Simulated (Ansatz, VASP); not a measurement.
## Two plane-wave programs on Hg

```
Hg
1.0
     0.00000    2.39191    2.39191
     2.39191    0.00000    2.39191
     2.39191    2.39191    0.00000
Hg
1
Direct
  0.00000 0.00000 0.00000
```

Alike in both runs: task single point; functional PBEsol; k mesh 20 × 20 × 20; occupations gaussian, width 0.15 eV; no spin polarisation.

```csv
,VASP,Ansatz
version,VASP 6.6.1,Ansatz 0.2.0
potentials or method,"VASP PAW PBE potentials, release 64 (Hg), cutoff 520 eV","scalar-relativistic, plane waves, PAW"
valence electrons in the cell,12,20
```

|  | VASP | Ansatz | Ansatz less VASP |
| --- | --- | --- | --- |
| gap on the k mesh at the Fermi level (eV) | none | none | - |
| pressure (GPa) | -2.7 | -2.8 | -0.15 |

VASP's potentials were made for PBE, not for PBEsol. A gap of «none» marks a metal or a gap that the smearing closes. VASP's potentials hold 12 valence electrons a cell and Ansatz's 20, so a difference there can come from the potentials and not from the codes.

Spin-orbit coupling is off throughout.
